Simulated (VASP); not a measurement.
# B3N2 (P-6m2) in VASP: notebook

B3N2 is run at these levels: PBE; tasks: single point, relaxation of cell and atoms.

Program: VASP 6.6.1. These are calculated values, not measurements. Logs are shortened: lines on timing, memory, paths and dates and some standing lists are left out, and cuts for length are marked.

## 1. The cell of the first run

The structure is hexagonal, space group P-6m2 (No. 187). The conventional cell has a = 3.975 Å, b = 3.975 Å, c = 2.988 Å, α = 90.00°, β = 90.00°, γ = 120.00°. B (site symmetry 3m) has 2 B at 1.49 to 1.50 Å within 2.0 Å. B (site symmetry -6m2) has 2 N at 1.49 Å within 2.0 Å. Within 2.0 Å of N (site symmetry -6m2) lie 2 B at 1.49 Å. N (site symmetry -6m2) has 9 B at 2.30 to 2.41 Å and 8 N at 2.74 to 2.99 Å within 3.0 Å.

The cell was generated, and may not be a known phase.

## 2. Single point, PBE

Contents of INCAR:

```
SYSTEM = B3N2
  PREC = Accurate
  ENCUT = 520
  EDIFF = 1E-6
  ISMEAR = 0
  SIGMA = 0.1
  LREAL = .False.
  LASPH = .True.
  NELM = 80
  ALGO = Normal
  ISIF = 2
  LWAVE = .False.
  LCHARG = .False.
  GGA = PE
  NBANDS = 18
```

Contents of KPOINTS:

```
regular mesh
0
Gamma
  6 6 6
  0 0 0
```

Contents of POSCAR:

```
B3N2
1.0
    3.9750921014      0.0000000000      0.0000000000
   -1.9875460507      3.4425307422      0.0000000000
    0.0000000000      0.0000000000      2.9881914026
B N
3 2
Direct
    0.0000000000      0.0000000000      0.7503622210
    0.0000000000      0.0000000000      0.2496377790
    0.6666666667      0.3333333333      0.0000000000
    0.6666666667      0.3333333333      0.5000000000
    0.3333333333      0.6666666667      0.0000000000
```

Potentials or basis: VASP PAW PBE potentials, release 64 (B, N).

The run is started by

```
$ cat potpaw_PBE.64/B/POTCAR potpaw_PBE.64/N/POTCAR > POTCAR
$ mpirun -np 1 vasp_std > vasp.out
```

OUTCAR:

```text
SYSTEM = B3N2
   PREC = Accurate
   ENCUT = 520
   EDIFF = 1E-6
   ISMEAR = 0
   LREAL = .False.
   LASPH = .True.
   NELM = 80
   ISIF = 2
   GGA = PE

 ion  position               nearest neighbor table
   1  0.000  0.000  0.750-   2 1.49   2 1.50
   2  0.000  0.000  0.250-   1 1.49   1 1.50
   3  0.667  0.333  0.000-   4 1.49   4 1.49
   4  0.667  0.333  0.500-   3 1.49   3 1.49
   5  0.333  0.667  0.000-

  LATTYP: Found a hexagonal cell.
 ALAT       =     3.9750921014
 C/A-ratio  =     0.7517288471

  Lattice vectors:

 A1 = (   3.9750921014,   0.0000000000,   0.0000000000)
 A2 = (  -1.9875460507,   3.4425307422,   0.0000000000)
 A3 = (   0.0000000000,   0.0000000000,   2.9881914026)

Analysis of symmetry for initial positions (statically):
=====================================================================
 Subroutine PRICEL returns:
 Original cell was already a primitive cell.

 Routine SETGRP: Setting up the symmetry group for a
 hexagonal supercell.

 Subroutine GETGRP returns: Found 12 space group operations
 (whereof 12 operations were pure point group operations)
 out of a pool of 24 trial point group operations.

The static configuration has the point symmetry D_3h.

Analysis of symmetry for dynamics (positions and initial velocities):
=====================================================================
 Subroutine PRICEL returns:
 Original cell was already a primitive cell.

 Routine SETGRP: Setting up the symmetry group for a
 hexagonal supercell.

 Subroutine GETGRP returns: Found 12 space group operations
 (whereof 12 operations were pure point group operations)
 out of a pool of 24 trial point group operations.

The dynamic configuration has the point symmetry D_3h.

 Subroutine INISYM returns: Found 12 space group operations
 (whereof 12 operations are pure point group operations),
 and found     1 'primitive' translations

----------------------------------------------------------------------------------------

                                     Primitive cell

  volume of cell :      40.8915

  direct lattice vectors                    reciprocal lattice vectors
     3.975092101  0.000000000  0.000000000     0.251566498  0.145241985  0.000000000
    -1.987546051  3.442530742  0.000000000     0.000000000  0.290483971  0.000000000
     0.000000000  0.000000000  2.988191403     0.000000000  0.000000000  0.334650585
[... 79 lines left out ...]
   NGXF,Y,Z  is equivalent  to a cutoff of  25.09, 25.09, 26.70 a.u.
 SYSTEM =  B3N2
   PREC   = accura    normal or accurate (medium, high low for compatibility)
   ISTART =      0    job   : 0-new  1-cont  2-samecut
   ICHARG =      2    charge: 1-file 2-atom 10-const
   ISPIN  =      1    spin polarized calculation?
   LNONCOLLINEAR =      F non collinear calculations
   LSORBIT =      F    spin-orbit coupling
   LASPH  =      T    aspherical Exc in radial PAW
   ENCUT  =  520.0 eV  38.22 Ry    6.18 a.u.   7.39  7.39  5.56*2*pi/ulx,y,z
   NELM   =     80;   NELMIN=  2; NELMDL= -5     # of ELM steps
   EDIFF  = 0.1E-05   stopping-criterion for ELM
   LREAL  =      F    real-space projection
[... 7 lines left out ...]
   TEBEG  =    0.0;   TEEND  =   0.0 temperature during run
   PSTRESS=    0.0 pullay stress
   NELECT =      19.0000    total number of electrons
   NUPDOWN=      -1.0000    fix difference up-down
   EMIN   =  10.00;   EMAX   =-10.00  energy-range for DOS
   EFERMI =   0.00;   METHOD = LEGACY
   ISMEAR =     0;   SIGMA  =   0.10  broadening in eV -4-tet -1-fermi 0-gaus
   EFERMI_NEDOS =   21; number of points for ismear=-14 and -15
   IALGO  =     38    algorithm
   IMIX   =      4    mixing-type and parameters
     AMIX     =   0.40;   BMIX     =  1.00
     AMIX_MAG =   1.60;   BMIX_MAG =  1.00
  volume/ion in A,a.u.               =       8.18        55.19
  Fermi-wavevector in a.u.,A,eV,Ry     =   1.267987  2.396148 21.875334  1.607792
  Thomas-Fermi vector in A             =   2.401106
   LORBIT       =      0    0 simple, 1 ext, 2 COOP (PROOUT), +10 PAW based schemes
   GGA     = PE    functional components
   LHFCALC =     F    Hartree Fock is set to
   AEXX    =    0.0000 exact exchange contribution
   IVDW    =     0    specifies the selected vdW correction
   LEPSILON=     F    determine dielectric tensor
   LRPA    =     F    only Hartree local field effects (RPA)
 non-spin polarized calculation
 Gauss-broadening in eV      SIGMA  =   0.10
  energy-cutoff  :      520.00
  volume of cell :       40.89
 maximum number of plane-waves:      1121
 NGX is ok and might be reduce to    30
   NGX = 15   NGY = 15   NGZ = 11

 number of electron      19.0000001 magnetization

 Free energy of the ion-electron system (eV)
  ---------------------------------------------------
  ext. energy  EPLUGINS =         0.00000000
  ---------------------------------------------------
  free energy    TOTEN  =       -28.42154463 eV

  energy without entropy =      -28.40614062  energy(sigma->0) =      -28.41384263

 E-fermi :   4.7862     XC(G=0): -11.4337

 val. band max:        4.7792209955   @ k =   0.3333   0.1667   0.3333
 cond. band min:       4.8044421764   @ k =   0.5000  -0.0000   0.5000
 fundamental gap:      0.0252211809
 Fermi energy:         4.7861751725

 k-point     1 :       0.0000    0.0000    0.0000
  band No.  band energies     occupation
      1     -12.9889      2.00000
      2      -7.7039      2.00000
      3      -3.2432      2.00000
      4      -2.6830      2.00000
      5      -1.0841      2.00000
      6      -1.0841      2.00000
[... 481 lines left out ...]
      5      -2.5341      2.00000
      6       0.6710      2.00000
[... 10 lines left out ...]
     17      15.7165      0.00000
     18      17.7081      0.00000

 [... further k-points ...]
[... 5 lines left out ...]
  --------------------------------------------------------------------------------------
  -------------------------------------------------------------------------------------
  Total       -0.0685864     -0.0685864     -0.0710533     -0.0000000      0.0000000      0.0000000
  in kB       -2.6872948     -2.6872948     -2.7839492     -0.0000000      0.0000000      0.0000000
  external PRESSURE =      -2.7195130 kB  Pullay stress =       0.0000000 kB

 VOLUME and BASIS-vectors are now :
 -----------------------------------------------------------------------------
  energy-cutoff  :      520.00
  volume of cell :       40.89
      direct lattice vectors                 reciprocal lattice vectors
     3.975092101  0.000000000  0.000000000     0.251566498  0.145241985  0.000000000
    -1.987546051  3.442530742  0.000000000     0.000000000  0.290483971  0.000000000
     0.000000000  0.000000000  2.988191403     0.000000000  0.000000000  0.334650585

 POSITION                                       TOTAL-FORCE (eV/Angst)
 -----------------------------------------------------------------------------------
      0.00000      0.00000      2.24223        -0.000000      0.000000     -0.010671
      0.00000      0.00000      0.74597        -0.000000     -0.000000      0.010671
      1.98755      1.14751      0.00000        -0.000000      0.000000      0.000000
      1.98755      1.14751      1.49410         0.000000      0.000000      0.000000
     -0.00000      2.29502      0.00000        -0.000000      0.000000      0.000000
 -----------------------------------------------------------------------------------
    total drift:                               -0.000000      0.000000     -0.000000

  FREE ENERGIE OF THE ION-ELECTRON SYSTEM (eV)
  ---------------------------------------------------
  free  energy   TOTEN  =       -28.4215446301 eV

  energy  without entropy=      -28.4061406224  energy(sigma->0) =      -28.41384263
```

OSZICAR:

```text
N       E                     dE             d eps       ncg     rms          rms(c)
DAV:   1     0.429691561160E+02    0.42969E+02   -0.88036E+03  1008   0.943E+02
DAV:   2    -0.272685475312E+02   -0.70238E+02   -0.66904E+02  1348   0.200E+02
DAV:   3    -0.302095698740E+02   -0.29410E+01   -0.28985E+01  1174   0.372E+01
DAV:   4    -0.302282981928E+02   -0.18728E-01   -0.18714E-01  1210   0.323E+00
DAV:   5    -0.302283962058E+02   -0.98013E-04   -0.98011E-04  1140   0.226E-01    0.923E+00
DAV:   6    -0.294752046668E+02    0.75319E+00   -0.83229E+00  1158   0.150E+01    0.892E+00
DAV:   7    -0.286040788799E+02    0.87113E+00   -0.54606E+00  1284   0.106E+01    0.387E+00
DAV:   8    -0.284345572666E+02    0.16952E+00   -0.59446E-01  1032   0.463E+00    0.138E+00
DAV:   9    -0.284227195738E+02    0.11838E-01   -0.55776E-02  1104   0.170E+00    0.614E-01
DAV:  10    -0.284218254292E+02    0.89414E-03   -0.83447E-03  1082   0.652E-01    0.192E-01
DAV:  11    -0.284215414824E+02    0.28395E-03   -0.15784E-03  1126   0.237E-01    0.498E-02
DAV:  12    -0.284215478093E+02   -0.63269E-05   -0.18642E-04  1096   0.982E-02    0.226E-02
DAV:  13    -0.284215443453E+02    0.34641E-05   -0.32682E-05  1158   0.311E-02    0.641E-03
DAV:  14    -0.284215446301E+02   -0.28488E-06   -0.25775E-06   858   0.116E-02
   1 F= -.28421545E+02 E0= -.28413843E+02  d E =-.154040E-01
```

stdout:

```text
POSCAR found type information on POSCAR B N
 POSCAR found :  2 types and       5 ions
 scaLAPACK will be used
 LDA part: xc-table for (Slater+PW92), standard interpolation
 POSCAR, INCAR and KPOINTS ok, starting setup
 FFT: planning ... GRIDC
 FFT: planning ... GRID_SOFT
 FFT: planning ... GRID
 WAVECAR not read
 entering main loop
```

Wall time 30 s (1 thread of AMD EPYC 7R13, shared host); peak memory 0.12 GiB.

Results:

| Item | Value |
| --- | --- |
| Free energy | -28.4215 eV |
| Pressure | -0.3 GPa |
| Largest force | 0.011 eV/Å |
| Band gap on the k mesh | zero (an odd number of electrons rules out a gap without spin polarisation) |

Forces on the atoms (eV/Å):
```
B    0.000  0.000 -0.011
B    0.000  0.000  0.011
B    0.000  0.000  0.000
N    0.000  0.000  0.000
N    0.000  0.000  0.000
```

## 3. Relaxation of cell and atoms, PBE

This run uses another cell than the first one, of 8.24 Å³/atom.

Contents of INCAR:

```
SYSTEM = B3N2
  ALGO = Normal
  EDIFF = 1E-7
  EDIFFG = -0.04
  ENCUT = 600
  GGA = PE
  IBRION = 2
  ISIF = 3
  ISMEAR = 0
  LASPH = .TRUE.
  LCHARG = .FALSE.
  LREAL = .FALSE.
  LWAVE = .FALSE.
  NELM = 100
  NSW = 90
  PREC = Accurate
  SIGMA = 0.1
```

Contents of KPOINTS:

```
k-points
0
G
  6 6 4
  0 0 0
```

Contents of POSCAR:

```
B3N2
1.0
    3.3830690800      0.0000000000      0.0000000000
   -1.6915345400      2.9298237700      0.0000000000
    0.0000000000      0.0000000000      4.1542862400
B N
3 2
Direct
    0.0000000000      0.0000000000      0.7454000100
    0.0000000000      0.0000000000      0.2545999900
    0.6666666700      0.3333333300      0.0000000000
    0.6666666700      0.3333333300      0.5000000000
    0.3333333300      0.6666666700      0.0000000000
```

Potentials or basis: VASP PAW PBE potentials, release 64 (B, N).

The run is started by

```
$ cat potpaw_PBE.64/B/POTCAR potpaw_PBE.64/N/POTCAR > POTCAR
$ mpirun -np 1 vasp_std > vasp.out
```

Run time: 14 min. Hardware: 1 thread of AMD EPYC 7R13, shared host; peak memory 0.14 GiB.

Results (log left out):

```
Free energy                           : -28.4661 eV
Relaxed volume                        : 8.27 Å³/atom
Relaxed cell                          : a = 4.010 Å, b = 4.010 Å, c = 2.969 Å, α = 90.00°, β = 90.00°, γ = 120.00°
Space group after relaxing (to 0.1 Å) : P-6m2 (No. 187)
Pressure after relaxing               : 0.1 GPa
Largest force after relaxing          : 0.005 eV/Å
Band gap on the k mesh                : zero (an odd number of electrons rules out a gap without spin polarisation)
```

Forces on the atoms (eV/Å):
```
B    0.000  0.000  0.005
B    0.000  0.000 -0.005
B    0.000  0.000  0.000
N    0.000  0.000  0.000
N    0.000  0.000  0.000
```

Stress tensor (GPa, compression positive):
```
 0.23  0.00  0.00
 0.00  0.23  0.00
 0.00  0.00 -0.31
```

Final structure:
```cif
data_structure
_symmetry_space_group_name_H-M 'P 1'
_symmetry_Int_Tables_number 1
_cell_length_a 4.0098
_cell_length_b 4.0098
_cell_length_c 2.9688
_cell_angle_alpha 90.000
_cell_angle_beta 90.000
_cell_angle_gamma 120.000
_cell_volume 41.34
loop_
_atom_site_label
_atom_site_type_symbol
_atom_site_fract_x
_atom_site_fract_y
_atom_site_fract_z
_atom_site_occupancy
B1 B 0.00000 0.00000 0.75056 1
B2 B 0.00000 0.00000 0.24944 1
B3 B 0.66667 0.33333 0.00000 1
N1 N 0.66667 0.33333 0.50000 1
N2 N 0.33333 0.66667 0.00000 1
```

Levels at points of the mesh, in eV from the Fermi level:
```tsv
k point	band 7	band 8	band 9	band 10	band 11	band 12	band 13
(0.00, 0.00, 0.00)	-4.22	-3.72	-3.72	0.38	2.65	2.65	4.23
(0.50, 0.00, 0.00)	-2.74	-1.51	-0.35	0.25	1.60	2.00	4.40
(0.00, 0.00, 0.50)	-2.86	-2.41	-2.41	-1.07	-0.96	-0.96	2.92
(0.50, 0.00, 0.50)	-3.43	-3.25	-0.03	0.24	2.09	3.07	4.05
```

Caveat: the k points lie up to 0.53 Å⁻¹ apart in the final cell, too coarse for converged energies and pressures of a metal; a cell axis changed by over 15 % at a fixed basis, so the end point is rough.

## 4. Single point, PBE, collinear spin, ferromagnetic start

This run uses another cell than the first one, of 8.24 Å³/atom.

Contents of INCAR:

```
PREC     = Accurate       # precision mode
ENCUT    = 520            # plane-wave cutoff, eV
EDIFF    = 1E-6           # SCF threshold, eV
ISMEAR   = 0              # smearing method
SIGMA    = 0.1            # smearing width, eV
LREAL    = False          # projectors in reciprocal space
LASPH    = True           # aspherical terms in the spheres
NELM     = 150            # most SCF steps
ALGO     = Normal         # electronic algorithm
ISIF     = 2              # what is computed and relaxed
LWAVE    = False          # write WAVECAR
LCHARG   = True           # write CHGCAR
ISPIN    = 2              # spin polarisation
MAGMOM   = 0 0 0 1 1      # initial moments
LORBIT   = 11             # projections on sites
GGA      = PE             # functional
LELF     = True           # ELF
LVHAR    = True         
NBANDS   = 22             # bands
```

Contents of KPOINTS:

```
regular mesh
0
Gamma
  6 6 4
```

POSCAR is that of step 3.

The run is started by

```
$ cat potpaw_PBE.64/B/POTCAR potpaw_PBE.64/N/POTCAR > POTCAR
$ mpirun -np 1 vasp_std > vasp.out
```

Wall time 84 s (1 thread of AMD EPYC 7R13, shared host); peak memory 0.15 GiB.

The run converged. Its results:

- Free energy: -25.5778 eV
- Pressure: -29.2 GPa
- Largest force: 0.935 eV/Å
- Net moment: 0.00 μB per cell
- Valence electrons inside the program's atomic spheres: B 1.42, 1.45 (each value once); N 3.44, 3.51

Forces in eV/Å, atoms in the order of the input:
```
B    0.000  0.000 -0.935
B    0.000  0.000  0.935
B    0.000  0.000  0.000
N    0.000  0.000  0.000
N    0.000  0.000  0.000
```

Stress tensor (GPa, compression positive):
```
-23.72   0.00   0.00
  0.00 -23.72   0.00
  0.00   0.00 -40.08
```

Levels at points of the mesh, in eV from the Fermi level:
Spin up:
| k point | band 7 | band 8 | band 9 | band 10 | band 11 | band 12 |
| --- | --- | --- | --- | --- | --- | --- |
| (0.00, 0.00, 0.00) | -3.97 | -3.97 | -3.38 | -1.10 | 0.43 | 0.43 |
| (0.50, 0.00, 0.00) | -4.01 | -3.33 | -2.50 | 0.07 | 0.54 | 2.60 |
| (0.00, 0.00, 0.50) | -3.12 | -3.12 | -2.04 | -2.00 | -1.48 | -1.48 |
| (0.50, 0.00, 0.50) | -4.32 | -3.63 | -0.73 | 0.59 | 1.63 | 4.00 |
Spin down:
```
           k point  band 5  band 6  band 7  band 8  band 9  band 10  band 11  band 12  band 13  band 14
(0.00, 0.00, 0.00)   -4.74   -4.74   -3.97   -3.97   -3.38    -1.10     0.43     0.43     2.64     3.73
(0.50, 0.00, 0.00)   -7.55   -6.89   -4.01   -3.33   -2.49     0.07     0.54     2.60     3.38     4.83
(0.00, 0.00, 0.50)   -4.49   -4.49   -3.12   -3.12   -2.04    -2.00    -1.48    -1.48     2.71     2.71
(0.50, 0.00, 0.50)   -6.85   -5.84   -4.31   -3.63   -0.73     0.59     1.63     4.00     4.18     4.70
```

Caveat: the k points lie up to 0.38 Å⁻¹ apart.

## 5. Summary

```tsv
task	spin	cell	k mesh	cutoff (eV)	gap on the mesh (eV)	pressure (GPa)	largest force (eV/Å)
single point	off	a = 3.975, b = 3.975, c = 2.988 Å, angles 90.0, 90.0, 120.0°, 5 atoms, atomic positions A	6 × 6 × 6	520	none	-0.3	0.01
relaxation of cell and atoms	off	relaxed from a = 3.383, b = 3.383, c = 4.154 Å, angles 90.0, 90.0, 120.0°, 5 atoms, atomic positions B	6 × 6 × 4	600	none	0.1	-
single point	collinear, ferromagnetic start	a = 3.383, b = 3.383, c = 4.154 Å, angles 90.0, 90.0, 120.0°, 5 atoms, atomic positions B	6 × 6 × 4	520	none	-29.2	0.94
```

Alike in all rows: level PBE; potentials or basis VASP PAW PBE potentials, release 64 (B, N); smearing gaussian 0.1 eV.

Caveats: some runs use coarse meshes; a cell axis changed by over 15 % at a fixed basis, so the end point is rough (at least some runs).

Absolute energies hang on the potentials; compare differences alone.

The gap in the log of VASP goes by the Fermi energy; the results here count the filled bands.